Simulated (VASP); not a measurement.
# Al2Cu (I4/mcm) in VASP: further runs, part 2 of 3

VASP 6.6.1. Earlier steps stand in the parts before.

### 3 Single point, PBE

INCAR reads:

```
SYSTEM = Al2Cu
  ALGO = Fast
  EDIFF = 1E-6
  ENCUT = 520
  GGA = PE
  ISIF = 2
  ISMEAR = 0
  LASPH = .TRUE.
  LCHARG = .FALSE.
  LREAL = .FALSE.
  LWAVE = .FALSE.
  NBANDS = 26
  NELM = 80
  PREC = Accurate
  SIGMA = 0.15
```

KPOINTS reads:

```
k-points
0
G
  10 10 10
  0 0 0
```

POSCAR reads:

```
Al2Cu
1.0
   -2.9656500000      2.9656500000      2.4901000000
    2.9656500000     -2.9656500000      2.4901000000
    2.9656500000      2.9656500000     -2.4901000000
Al Cu
4 2
Direct
    0.1587211657      0.6587211657      0.8174423314
    0.6587211657      0.8412788343      0.5000000000
    0.8412788343      0.3412788343      0.1825576686
    0.3412788343      0.1587211657      0.5000000000
    0.7500000000      0.7500000000      0.0000000000
    0.2500000000      0.2500000000      0.0000000000
```

Potentials or basis: VASP PAW PBE potentials, release 64 (Al, Cu).

Started as:

```console
$ cat potpaw_PBE.64/Al/POTCAR potpaw_PBE.64/Cu/POTCAR > POTCAR
$ mpirun -np 1 vasp_std > vasp.out
```

OUTCAR:

```text
SYSTEM = Al2Cu
   EDIFF = 1E-6
   ENCUT = 520
   GGA = PE
   ISIF = 2
   ISMEAR = 0
   LASPH = .TRUE.
   LREAL = .FALSE.
   NELM = 80
   PREC = Accurate

 ion  position               nearest neighbor table
   1  0.159  0.659  0.817-   5 2.56   6 2.56   5 2.56   6 2.56   3 2.66   3 2.92   3 2.92   4 3.12
                             2 3.12   2 3.12   4 3.12   4 3.16   2 3.16   2 3.16   4 3.16
   2  0.659  0.841  0.500-   6 2.56   5 2.56   5 2.56   6 2.56   4 2.66   4 2.92   4 2.92   3 3.12
                             1 3.12   1 3.12   3 3.12   1 3.16   3 3.16   1 3.16   3 3.16
   3  0.841  0.341  0.183-   5 2.56   6 2.56   5 2.56   6 2.56   1 2.66   1 2.92   1 2.92   2 3.12
                             4 3.12   4 3.12   2 3.12   2 3.16   4 3.16   4 3.16   2 3.16
   4  0.341  0.159  0.500-   5 2.56   6 2.56   6 2.56   5 2.56   2 2.66   2 2.92   2 2.92   1 3.12
                             1 3.12   3 3.12   3 3.12   1 3.16   3 3.16   3 3.16   1 3.16
   5  0.750  0.750  0.000-   6 2.49   6 2.49   1 2.56   2 2.56   3 2.56   4 2.56   2 2.56   4 2.56
                             1 2.56   3 2.56
   6  0.250  0.250  0.000-   5 2.49   5 2.49   1 2.56   3 2.56   4 2.56   3 2.56   4 2.56   1 2.56
                             2 2.56   2 2.56

  LATTYP: Found a body centered tetragonal cell.
 ALAT       =     5.9313000000
 C/A-ratio  =     0.8396472949

  Lattice vectors:

 A1 = (  -2.9656500000,   2.9656500000,   2.4901000000)
 A2 = (   2.9656500000,  -2.9656500000,   2.4901000000)
 A3 = (   2.9656500000,   2.9656500000,  -2.4901000000)

Analysis of symmetry for initial positions (statically):
=====================================================================
 Subroutine PRICEL returns:
 Original cell was already a primitive cell.

 Routine SETGRP: Setting up the symmetry group for a
 body centered tetragonal supercell.

 Subroutine GETGRP returns: Found 16 space group operations
 (whereof  8 operations were pure point group operations)
 out of a pool of 16 trial point group operations.

The static configuration has the point symmetry C_4h.
 The point group associated with its full space group is D_4h.

Analysis of symmetry for dynamics (positions and initial velocities):
=====================================================================
 Subroutine PRICEL returns:
 Original cell was already a primitive cell.

 Routine SETGRP: Setting up the symmetry group for a
 body centered tetragonal supercell.

 Subroutine GETGRP returns: Found 16 space group operations
 (whereof  8 operations were pure point group operations)
 out of a pool of 16 trial point group operations.

The dynamic configuration has the point symmetry C_4h.
 The point group associated with its full space group is D_4h.

 Subroutine INISYM returns: Found 16 space group operations
 (whereof  8 operations are pure point group operations),
 and found     1 'primitive' translations

----------------------------------------------------------------------------------------

                                     Primitive cell

  volume of cell :      87.6025

  direct lattice vectors                    reciprocal lattice vectors
    -2.965650000  2.965650000  2.490100000     0.000000000  0.168597104  0.200795149
     2.965650000 -2.965650000  2.490100000     0.168597104  0.000000000  0.200795149
     2.965650000  2.965650000 -2.490100000     0.168597104  0.168597104  0.000000000

  length of vectors
     4.877577048  4.877577048  4.877577048     0.262190151  0.262190151  0.238432310

  position of ions in fractional coordinates (direct lattice)
[... 45 lines left out ...]
  0.100000 -0.000000  0.000000      8.000000
  0.200000 -0.000000  0.000000      8.000000
  0.300000  0.000000  0.000000      8.000000
  0.400000 -0.000000  0.000000      8.000000
  0.500000  0.000000  0.000000      4.000000
[... 16 lines left out ...]
  0.300000  0.300000  0.000000      8.000000
  0.400000  0.300000  0.000000     16.000000
 [... further k-points ...]
   k-points           NKPTS =    102   k-points in BZ     NKDIM =    102   number of bands    NBANDS=     26
   number of dos      NEDOS =    301   number of ions     NIONS =      6
   total plane-waves  NPLWV =  46656
   dimension x,y,z NGX =    36 NGY =   36 NGZ =   36
   dimension x,y,z NGXF=    72 NGYF=   72 NGZF=   72
   ions per type =               4   2
   NGX,Y,Z   is equivalent  to a cutoff of  12.27, 12.27, 12.27 a.u.
   NGXF,Y,Z  is equivalent  to a cutoff of  24.54, 24.54, 24.54 a.u.
 SYSTEM =  Al2Cu
   PREC   = accura    normal or accurate (medium, high low for compatibility)
   ISTART =      0    job   : 0-new  1-cont  2-samecut
   ICHARG =      2    charge: 1-file 2-atom 10-const
   ISPIN  =      1    spin polarized calculation?
   LNONCOLLINEAR =      F non collinear calculations
   LSORBIT =      F    spin-orbit coupling
   LASPH  =      T    aspherical Exc in radial PAW
   ENCUT  =  520.0 eV  38.22 Ry    6.18 a.u.   9.07  9.07  9.07*2*pi/ulx,y,z
   NELM   =     80;   NELMIN=  2; NELMDL= -5     # of ELM steps
   EDIFF  = 0.1E-05   stopping-criterion for ELM
   LREAL  =      F    real-space projection
   EDIFFG = 0.1E-04   stopping-criterion for IOM
   NSW    =      0    number of steps for IOM
   IBRION =     -1    ionic relax: 0-MD 1-quasi-New 2-CG
   NFREE  =      0    steps in history (QN), initial steepest desc. (CG)
   ISIF   =      2    stress and relaxation
   ISYM   =      2    0-nonsym 1-usesym 2-fastsym
   POTIM  = 0.5000    time-step for ionic-motion
   TEBEG  =    0.0;   TEEND  =   0.0 temperature during run
   PSTRESS=    0.0 pullay stress
   NELECT =      34.0000    total number of electrons
   NUPDOWN=      -1.0000    fix difference up-down
   EMIN   =  10.00;   EMAX   =-10.00  energy-range for DOS
   EFERMI =   0.00;   METHOD = LEGACY
   ISMEAR =     0;   SIGMA  =   0.15  broadening in eV -4-tet -1-fermi 0-gaus
   EFERMI_NEDOS =   21; number of points for ismear=-14 and -15
   IALGO  =     68    algorithm
   IMIX   =      4    mixing-type and parameters
     AMIX     =   0.40;   BMIX     =  1.00
     AMIX_MAG =   1.60;   BMIX_MAG =  1.00
  volume/ion in A,a.u.               =      14.60        98.53
  Fermi-wavevector in a.u.,A,eV,Ry     =   1.194159  2.256634 19.402133  1.426017
  Thomas-Fermi vector in A             =   2.330156
   LORBIT       =      0    0 simple, 1 ext, 2 COOP (PROOUT), +10 PAW based schemes
   GGA     = PE    functional components
   LHFCALC =     F    Hartree Fock is set to
   AEXX    =    0.0000 exact exchange contribution
   IVDW    =     0    specifies the selected vdW correction
   LEPSILON=     F    determine dielectric tensor
   LRPA    =     F    only Hartree local field effects (RPA)
 non-spin polarized calculation
 RMM-DIIS sequential band-by-band and
 Gauss-broadening in eV      SIGMA  =   0.15
  energy-cutoff  :      520.00
  volume of cell :       87.60
 maximum number of plane-waves:      2386
   NGX = 19   NGY = 19   NGZ = 19

 number of electron      33.9999995 magnetization

 Free energy of the ion-electron system (eV)
  ---------------------------------------------------
  ext. energy  EPLUGINS =         0.00000000
  ---------------------------------------------------
  free energy    TOTEN  =       -23.34257889 eV

  energy without entropy =      -23.32299917  energy(sigma->0) =      -23.33278903

 E-fermi :   8.1587     XC(G=0): -10.9429

 val. band max:        8.1458522470   @ k =  -0.3000   0.1000   0.0000
 cond. band min:       8.1664174829   @ k =   0.2000   0.2000   0.2000
 fundamental gap:      0.0205652360
 Fermi energy:         8.1586819899

 k-point     1 :       0.0000    0.0000    0.0000
  band No.  band energies     occupation
      1      -2.6923      2.00000
      2       2.8656      2.00000
      3       2.9830      2.00000
      4       2.9830      2.00000
      5       3.1382      2.00000
      6       3.9553      2.00000
[... 685 lines left out ...]
     25      15.3632      0.00000
     26      15.7026      0.00000

 [... further k-points ...]
[... 5 lines left out ...]
  --------------------------------------------------------------------------------------
  -------------------------------------------------------------------------------------
  Total        2.2680096      2.2680096     -0.5125475      0.0000000      0.0000000      0.0000000
  in kB       41.4800149     41.4800149     -9.3740691      0.0000000      0.0000000      0.0000000
  external PRESSURE =      24.5286536 kB  Pullay stress =       0.0000000 kB

 VOLUME and BASIS-vectors are now :
 -----------------------------------------------------------------------------
  energy-cutoff  :      520.00
  volume of cell :       87.60
      direct lattice vectors                 reciprocal lattice vectors
    -2.965650000  2.965650000  2.490100000     0.000000000  0.168597104  0.200795149
     2.965650000 -2.965650000  2.490100000     0.168597104  0.000000000  0.200795149
     2.965650000  2.965650000 -2.490100000     0.168597104  0.168597104  0.000000000

 POSITION                                       TOTAL-FORCE (eV/Angst)
 -----------------------------------------------------------------------------------
      3.90707      0.94142      0.00000         0.067889      0.067889     -0.000000
      2.02423      0.94142      2.49010        -0.067889      0.067889     -0.000000
     -0.94142      2.02423      2.49010        -0.067889     -0.067889      0.000000
      0.94142      2.02423      0.00000         0.067889     -0.067889      0.000000
      0.00000      0.00000      3.73515        -0.000000      0.000000      0.000000
      0.00000      0.00000      1.24505        -0.000000      0.000000      0.000000
 -----------------------------------------------------------------------------------
    total drift:                                0.000000     -0.000000      0.000000

  FREE ENERGIE OF THE ION-ELECTRON SYSTEM (eV)
  ---------------------------------------------------
  free  energy   TOTEN  =       -23.3425788878 eV

  energy  without entropy=      -23.3229991725  energy(sigma->0) =      -23.33278903
```

It took 3.8 min on 1 thread of Intel Xeon Platinum 8375C at 2.90GHz (Ice Lake), shared host; peak memory 0.33 GiB.

Results:

```
Free energy            : -23.3426 eV
Pressure               : 2.5 GPa
Largest force          : 0.096 eV/Å
Band gap on the k mesh : zero (band 17 reaches 10.59 eV, above the bottom of band 18 at 6.60 eV)
```

Forces in eV/Å, atoms in the order of the input:
```
Al   0.068  0.068  0.000
Al  -0.068  0.068  0.000
Al  -0.068 -0.068  0.000
Al   0.068 -0.068  0.000
Cu   0.000  0.000  0.000
Cu   0.000  0.000  0.000
```

Levels at points of the mesh, in eV from the Fermi level:
```tsv
k point	band 14	band 15	band 16	band 17	band 18	band 19	band 20	band 21
(0.00, 0.00, 0.00)	-1.73	-1.60	-1.30	-1.30	-0.96	-0.24	0.06	1.28
(0.50, 0.00, 0.00)	-3.05	-2.57	-2.57	0.40	0.40	3.87	3.87	4.46
(0.50, 0.50, 0.00)	-2.97	-1.37	-1.20	-0.88	-0.82	1.10	1.62	4.79
(0.50, 0.50, 0.50)	-3.34	-3.29	-1.97	2.43	2.97	2.97	3.51	3.97
```

(Continued in part 3 of 3.)
